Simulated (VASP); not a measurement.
A run of VASP 6.6.1 is set up as follows.

Contents of POSCAR:

```
Au
1.0
   -0.8590561692      1.7181123384      1.7181123384
    1.7181123384     -0.8590561692      1.7181123384
    1.7181123384      1.7181123384     -0.8590561692
Au
1
Direct
    0.0000000000      0.0000000000      0.0000000000
```

The input INCAR.step1:

```
SYSTEM = Au
ALGO = Normal
EDIFF = 1E-4
ENCUT = 520
GGA = PE
ISMEAR = 0
LASPH = .TRUE.
LCHARG = .FALSE.
LREAL = .FALSE.
LWAVE = .TRUE.
NBANDS = 12
NELM = 80
PREC = Accurate
SIGMA = 0.15
```

File INCAR.step2:

```
SYSTEM = Au
ALGO = Normal
EDIFF = 1E-6
ENCUT = 520
ISIF = 2
ISMEAR = 0
ISTART = 1
LASPH = .TRUE.
LCHARG = .TRUE.
LELF = .TRUE.
LMIXTAU = .TRUE.
LREAL = .FALSE.
LVHAR = .TRUE.
LWAVE = .FALSE.
METAGGA = R2SCAN
NBANDS = 12
NELM = 80
PREC = Accurate
SIGMA = 0.15
```

The input KPOINTS:

```
k-points
0
G
  22 22 22
  0 0 0
```

Potentials or basis: VASP PAW PBE potentials, release 64 (Au).

The run is started by

```console
$ cat potpaw_PBE.64/Au/POTCAR > POTCAR
$ cp INCAR.step1 INCAR
$ mpirun -np 1 vasp_std > vasp.out
$ cp INCAR.step2 INCAR
$ mpirun -np 1 vasp_std > vasp.out
```

(1) Estimate the pressure.

Results:

(1) 31.4 GPa.

Caveat: the PAW data sets were made with another functional, which shifts forces and pressure a little.
